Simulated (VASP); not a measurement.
Runs of VASP 6.6.1 on Sc2Al. The structure is that of space group P6_3/mmc (No. 194), or close to it. The cells are those of the table. 

| cell | gap on the mesh (eV) | pressure (GPa) |
| --- | --- | --- |
| a = 4.936, b = 4.936, c = 6.216 Å, angles 90.0, 90.0, 120.0°, 6 atoms | none | -5.9 |
| a = 4.978, b = 4.978, c = 6.269 Å, angles 90.0, 90.0, 120.0°, 6 atoms | none | -7.3 |
| a = 4.849, b = 4.849, c = 6.106 Å, angles 90.0, 90.0, 120.0°, 6 atoms | none | -2.6 |
| a = 4.758, b = 4.759, c = 5.993 Å, angles 90.0, 90.0, 120.0°, 6 atoms | none | (a) |
| a = 4.804, b = 4.804, c = 6.050 Å, angles 90.0, 90.0, 120.0°, 6 atoms | none | (b) |

Alike in all rows: task single point; level LDA; potentials or basis VASP PAW LDA potentials, release 64 (Sc_sv, Al); no spin polarisation; k mesh 6 × 6 × 4; cutoff (eV) 520; smearing fermi-dirac 0.1 eV.

Task: Estimate the missing entries.

Result: (a) 1.7; (b) -0.6.

Caveats: the cell stands under tension (at least some runs).

A gap of «none» marks levels without a gap at the run's occupations.
